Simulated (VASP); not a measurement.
# Ag (I4/mmm) in VASP: single point with PBE

Aim: the single point of Ag with PBE.

All numbers are computed with VASP 6.6.1; they aren't measurements. Logs are shortened: lines on timing, memory, paths and dates and some standing lists are left out, and cuts for length are marked.

## (1) The cell of the first run

It takes space group I4/mmm (No. 139, tetragonal). Conventional cell: a = 3.325 Å, b = 3.325 Å, c = 3.623 Å, α = 90.00°, β = 90.00°, γ = 90.00°. Ag (site symmetry 4/mmm) has 14 Ag at 2.97 to 3.62 Å within 3.9 Å.

## (2) Single point, PBE (strained)

Input file INCAR:

```
PREC = Accurate
ENCUT = 520
EDIFF = 1E-7
ISMEAR = 0
SIGMA = 0.1
LREAL = False
LASPH = True
NELM = 80
ALGO = Normal
ISIF = 2
LWAVE = False
LCHARG = False
GGA = PE
NBANDS = 12
```

Input file KPOINTS:

```
Automatic mesh
0
Gamma
  16 16 16
```

Input file POSCAR:

```
Ag
1.0
   -1.6625580772      1.6625580772      1.8115669372
    1.6625580772     -1.6625580772      1.8115669372
    1.6625580772      1.6625580772     -1.8115669372
Ag
1
Direct
    0.0000000000      0.0000000000      0.0000000000
```

Potentials or basis: VASP PAW PBE potentials, release 64 (Ag).

Started as:

```
> cat potpaw_PBE.64/Ag/POTCAR > POTCAR
> mpirun -np 1 vasp_std > vasp.out
```

OUTCAR:

```text
PREC = Accurate
   ENCUT = 520
   EDIFF = 1E-7
   ISMEAR = 0
   LREAL = False
   LASPH = True
   NELM = 80
   ISIF = 2
   GGA = PE

 ion  position               nearest neighbor table
   1  0.000  0.000  0.000-

  LATTYP: Found a body centered tetragonal cell.
 ALAT       =     3.3251161544
 C/A-ratio  =     1.0896262585

  Lattice vectors:

 A1 = (  -1.6625580772,   1.6625580772,   1.8115669372)
 A2 = (   1.6625580772,  -1.6625580772,   1.8115669372)
 A3 = (   1.6625580772,   1.6625580772,  -1.8115669372)

Analysis of symmetry for initial positions (statically):
=====================================================================
 Subroutine PRICEL returns:
 Original cell was already a primitive cell.

 Routine SETGRP: Setting up the symmetry group for a
 body centered tetragonal supercell.

 Subroutine GETGRP returns: Found 16 space group operations
 (whereof 16 operations were pure point group operations)
 out of a pool of 16 trial point group operations.

The static configuration has the point symmetry D_4h.

Analysis of symmetry for dynamics (positions and initial velocities):
=====================================================================
 Subroutine PRICEL returns:
 Original cell was already a primitive cell.

 Routine SETGRP: Setting up the symmetry group for a
 body centered tetragonal supercell.

 Subroutine GETGRP returns: Found 16 space group operations
 (whereof 16 operations were pure point group operations)
 out of a pool of 16 trial point group operations.

The dynamic configuration has the point symmetry D_4h.

 Subroutine INISYM returns: Found 16 space group operations
 (whereof 16 operations are pure point group operations),
 and found     1 'primitive' translations

----------------------------------------------------------------------------------------

                                     Primitive cell

  volume of cell :      20.0294

  direct lattice vectors                    reciprocal lattice vectors
    -1.662558077  1.662558077  1.811566937     0.000000000  0.300741374  0.276004154
     1.662558077 -1.662558077  1.811566937     0.300741374  0.000000000  0.276004154
     1.662558077  1.662558077 -1.811566937     0.300741374  0.300741374  0.000000000

  length of vectors
     2.968159950  2.968159950  2.968159950     0.408195623  0.408195623  0.425312529

  position of ions in fractional coordinates (direct lattice)
     0.000000000  0.000000000  0.000000000

  ion indices of the primitive-cell ions
   primitive index   ion index
                 1           1

----------------------------------------------------------------------------------------

 KPOINTS: Automatic mesh

Automatic generation of k-mesh.
 Grid dimensions read from file:
 generate k-points for:   16   16   16

 Generating k-lattice:

  Cartesian coordinates                     Fractional coordinates (reciprocal lattice)
     0.000000000  0.018796336  0.017250260     0.062500000  0.000000000  0.000000000
     0.018796336  0.000000000  0.017250260     0.000000000  0.062500000  0.000000000
     0.018796336  0.018796336  0.000000000     0.000000000  0.000000000  0.062500000

  Length of vectors
     0.025512226  0.025512226  0.026582033

  Shift w.r.t. Gamma in fractional coordinates (k-lattice)
     0.000000000  0.000000000  0.000000000

 Subroutine IBZKPT returns following result:
 ===========================================

 Found    349 irreducible k-points:

 Following reciprocal coordinates:
            Coordinates               Weight
  0.000000  0.000000  0.000000      1.000000
  0.062500  0.000000  0.000000      8.000000
  0.125000  0.000000  0.000000      8.000000
  0.187500 -0.000000  0.000000      8.000000
  0.250000  0.000000  0.000000      8.000000
  0.312500  0.000000  0.000000      8.000000
[... 16 lines left out ...]
 -0.125000  0.062500  0.000000     16.000000
 -0.062500  0.062500  0.000000      4.000000
 [... further k-points ...]
   k-points           NKPTS =    349   k-points in BZ     NKDIM =    349   number of bands    NBANDS=     12
   number of dos      NEDOS =    301   number of ions     NIONS =      1
   total plane-waves  NPLWV =  13824
   dimension x,y,z NGX =    24 NGY =   24 NGZ =   24
   dimension x,y,z NGXF=    48 NGYF=   48 NGZF=   48
   ions per type =               1
   NGX,Y,Z   is equivalent  to a cutoff of  13.44, 13.44, 13.44 a.u.
   NGXF,Y,Z  is equivalent  to a cutoff of  26.88, 26.88, 26.88 a.u.
 SYSTEM =  unknown system
   PREC   = accura    normal or accurate (medium, high low for compatibility)
   ISTART =      0    job   : 0-new  1-cont  2-samecut
   ICHARG =      2    charge: 1-file 2-atom 10-const
   ISPIN  =      1    spin polarized calculation?
   LNONCOLLINEAR =      F non collinear calculations
   LSORBIT =      F    spin-orbit coupling
   LASPH  =      T    aspherical Exc in radial PAW
   ENCUT  =  520.0 eV  38.22 Ry    6.18 a.u.   5.52  5.52  5.52*2*pi/ulx,y,z
   NELM   =     80;   NELMIN=  2; NELMDL= -5     # of ELM steps
   EDIFF  = 0.1E-06   stopping-criterion for ELM
   LREAL  =      F    real-space projection
   EDIFFG = 0.1E-05   stopping-criterion for IOM
   NSW    =      0    number of steps for IOM
   IBRION =     -1    ionic relax: 0-MD 1-quasi-New 2-CG
   NFREE  =      0    steps in history (QN), initial steepest desc. (CG)
   ISIF   =      2    stress and relaxation
   ISYM   =      2    0-nonsym 1-usesym 2-fastsym
   POTIM  = 0.5000    time-step for ionic-motion
   TEBEG  =    0.0;   TEEND  =   0.0 temperature during run
   PSTRESS=    0.0 pullay stress
   NELECT =      11.0000    total number of electrons
   NUPDOWN=      -1.0000    fix difference up-down
   EMIN   =  10.00;   EMAX   =-10.00  energy-range for DOS
   EFERMI =   0.00;   METHOD = LEGACY
   ISMEAR =     0;   SIGMA  =   0.10  broadening in eV -4-tet -1-fermi 0-gaus
   EFERMI_NEDOS =   21; number of points for ismear=-14 and -15
   IALGO  =     38    algorithm
   IMIX   =      4    mixing-type and parameters
     AMIX     =   0.40;   BMIX     =  1.00
     AMIX_MAG =   1.60;   BMIX_MAG =  1.00
  volume/ion in A,a.u.               =      20.03       135.17
  Fermi-wavevector in a.u.,A,eV,Ry     =   1.340653  2.533467 24.454438  1.797350
  Thomas-Fermi vector in A             =   2.468949
   LORBIT       =      0    0 simple, 1 ext, 2 COOP (PROOUT), +10 PAW based schemes
   GGA     = PE    functional components
   LHFCALC =     F    Hartree Fock is set to
   AEXX    =    0.0000 exact exchange contribution
   IVDW    =     0    specifies the selected vdW correction
   LEPSILON=     F    determine dielectric tensor
   LRPA    =     F    only Hartree local field effects (RPA)
 non-spin polarized calculation
 Gauss-broadening in eV      SIGMA  =   0.10
  energy-cutoff  :      520.00
  volume of cell :       20.03
 maximum number of plane-waves:       556
 NGX is ok and might be reduce to    24
   NGX = 11   NGY = 11   NGZ = 11

 number of electron      11.0000001 magnetization

 Free energy of the ion-electron system (eV)
  ---------------------------------------------------
  ext. energy  EPLUGINS =         0.00000000
  ---------------------------------------------------
  free energy    TOTEN  =        -2.63670334 eV

  energy without entropy =       -2.63509115  energy(sigma->0) =       -2.63589725

 E-fermi :   6.4258     XC(G=0): -11.2734

 val. band max:        6.4023232998   @ k =   0.3750   0.1250   0.0000
 cond. band min:       6.4568760347   @ k =   0.5000   0.3125   0.0625
 fundamental gap:      0.0545527349
 Fermi energy:         6.4258408898

 k-point     1 :       0.0000    0.0000    0.0000
  band No.  band energies     occupation
      1      -0.2695      2.00000
      2       1.9354      2.00000
      3       1.9354      2.00000
      4       2.2129      2.00000
      5       2.8410      2.00000
      6       3.1357      2.00000
      7      22.9540      0.00000
      8      24.0627      0.00000
      9      24.0627      0.00000
     10      26.6073      0.00000
     11      28.5548      0.00000
     12      28.5550      0.00000

 k-point     2 :       0.0625    0.0000    0.0000
  band No.  band energies     occupation
      1      -0.1586      2.00000
      2       1.9423      2.00000
      3       1.9527      2.00000
      4       2.2286      2.00000
      5       2.8279      2.00000
      6       3.1231      2.00000
      7      22.7549      0.00000
      8      23.6904      0.00000
      9      24.0863      0.00000
     10      25.9264      0.00000
     11      27.2719      0.00000
     12      27.7797      0.00000

 k-point     3 :       0.1250    0.0000    0.0000
  band No.  band energies     occupation
      1       0.1583      2.00000
      2       1.9531      2.00000
      3       1.9685      2.00000
      4       2.3261      2.00000
      5       2.7958      2.00000
      6       3.0951      2.00000
      7      21.3930      0.00000
      8      23.1173      0.00000
      9      24.1237      0.00000
     10      25.5107      0.00000
     11      26.2584      0.00000
     12      26.3948      0.00000

 k-point     4 :       0.1875   -0.0000    0.0000
  band No.  band energies     occupation
      1       0.6064      2.00000
      2       1.8926      2.00000
      3       2.0657      2.00000
      4       2.5436      2.00000
      5       2.7657      2.00000
      6       3.0702      2.00000
      7      19.1803      0.00000
      8      22.4159      0.00000
      9      23.9541      0.00000
     10      25.1741      0.00000
     11      25.5401      0.00000
     12      26.0612      0.00000

 k-point     5 :       0.2500    0.0000    0.0000
  band No.  band energies     occupation
      1       0.9605      2.00000
      2       1.8001      2.00000
      3       2.4440      2.00000
      4       2.7551      2.00000
      5       2.8394      2.00000
      6       3.0630      2.00000
      7      16.8201      0.00000
      8      21.5429      0.00000
      9      23.0209      0.00000
     10      24.8140      0.00000
     11      25.5237      0.00000
     12      26.7250      0.00000
[... 228 lines left out ...]
      1       0.9035      2.00000
      2       1.8545      2.00000
      3       2.0982      2.00000
      4       2.7429      2.00000
      5       2.8204      2.00000
      6       3.0957      2.00000
      7      17.9617      0.00000
      8      21.6292      0.00000
      9      22.8357      0.00000
     10      24.5891      0.00000
     11      26.0149      0.00000
     12      26.5240      0.00000

 k-point    22 :      -0.1875    0.0625   -0.0000
  band No.  band energies     occupation
      1       0.4748      2.00000
      2       1.8900      2.00000
      3       2.0012      2.00000
      4       2.4593      2.00000
      5       2.8164      2.00000
      6       3.0773      2.00000
      7      20.2948      0.00000
      8      22.5149      0.00000
      9      23.9046      0.00000
     10      24.2450      0.00000
     11      25.9020      0.00000
     12      26.7189      0.00000

 k-point    23 :      -0.1250    0.0625    0.0000
  band No.  band energies     occupation
      1       0.0753      2.00000
      2       1.8879      2.00000
      3       2.0337      2.00000
      4       2.2584      2.00000
      5       2.8484      2.00000
      6       3.0887      2.00000
      7      22.2922      0.00000
      8      23.1648      0.00000
      9      23.8889      0.00000
     10      25.0561      0.00000
     11      26.1624      0.00000
     12      27.0956      0.00000

 k-point    24 :      -0.0625    0.0625    0.0000
  band No.  band energies     occupation
      1      -0.1489      2.00000
      2       1.9061      2.00000
      3       1.9948      2.00000
      4       2.2101      2.00000
      5       2.8525      2.00000
      6       3.1130      2.00000
      7      22.9885      0.00000
      8      23.7463      0.00000
      9      23.8151      0.00000
     10      25.9549      0.00000
     11      27.1418      0.00000
     12      27.3789      0.00000

 [... further k-points ...]
[... 5 lines left out ...]
  --------------------------------------------------------------------------------------
  -------------------------------------------------------------------------------------
  Total       -0.9061689     -0.9061689     -0.7987975      0.0000000      0.0000000      0.0000000
  in kB      -72.4855972    -72.4855972    -63.8968175      0.0000000      0.0000000      0.0000000
  external PRESSURE =     -69.6226706 kB  Pullay stress =       0.0000000 kB

 VOLUME and BASIS-vectors are now :
 -----------------------------------------------------------------------------
  energy-cutoff  :      520.00
  volume of cell :       20.03
      direct lattice vectors                 reciprocal lattice vectors
    -1.662558077  1.662558077  1.811566937     0.000000000  0.300741374  0.276004154
     1.662558077 -1.662558077  1.811566937     0.300741374  0.000000000  0.276004154
     1.662558077  1.662558077 -1.811566937     0.300741374  0.300741374  0.000000000

 POSITION                                       TOTAL-FORCE (eV/Angst)
 -----------------------------------------------------------------------------------
      0.00000      0.00000      0.00000        -0.000000     -0.000000     -0.000000
 -----------------------------------------------------------------------------------
    total drift:                               -0.000000      0.000000      0.000000

  FREE ENERGIE OF THE ION-ELECTRON SYSTEM (eV)
  ---------------------------------------------------
  free  energy   TOTEN  =        -2.6367033448 eV

  energy  without entropy=       -2.6350911483  energy(sigma->0) =       -2.63589725
```

It took 19 s on 1 thread of Intel Xeon 6975P-C (Granite Rapids), shared host; peak memory 0.2 GiB.

Results:

* Free energy: -2.6367 eV
* Pressure: -7.0 GPa

Caveat: the cell differs from its parent crystal (strained).
